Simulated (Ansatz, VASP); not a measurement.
# Two plane-wave programs on AgI

```
CELL_PARAMETERS angstrom
4.65074 0.00000 0.00000
-2.32537 4.02766 0.00000
0.00000 0.00000 7.59972
ATOMIC_POSITIONS crystal
Ag 0.66667 0.33333 0.62752
Ag 0.33333 0.66667 0.12752
I 0.66667 0.33333 0.00248
I 0.33333 0.66667 0.50248
```

Alike in both runs: task single point; functional r2SCAN; k mesh 6 × 6 × 4; no spin polarisation.

|  | VASP | Ansatz |
| --- | --- | --- |
| version | VASP 6.6.1 | Ansatz 0.2.0 |
| potentials or method | VASP PAW PBE potentials, release 64 (Ag, I) | plane waves, PAW |
| plane-wave cutoff (eV) | 550 | 500 |
| occupations | gaussian, width 0.01 eV | fixed |
| valence electrons in the cell | 36 | 72 |

```csv
,VASP,Ansatz,Ansatz less VASP
gap on the k mesh at the Fermi level (eV),1.83,1.86,+0.032
pressure (GPa),-0.1,0.0,+0.11
```

VASP's potentials were made for PBE, not for r2SCAN. VASP's potentials hold 36 valence electrons a cell and Ansatz's 72, so a difference there can come from the potentials and not from the codes.

Neither program's run includes spin-orbit coupling.
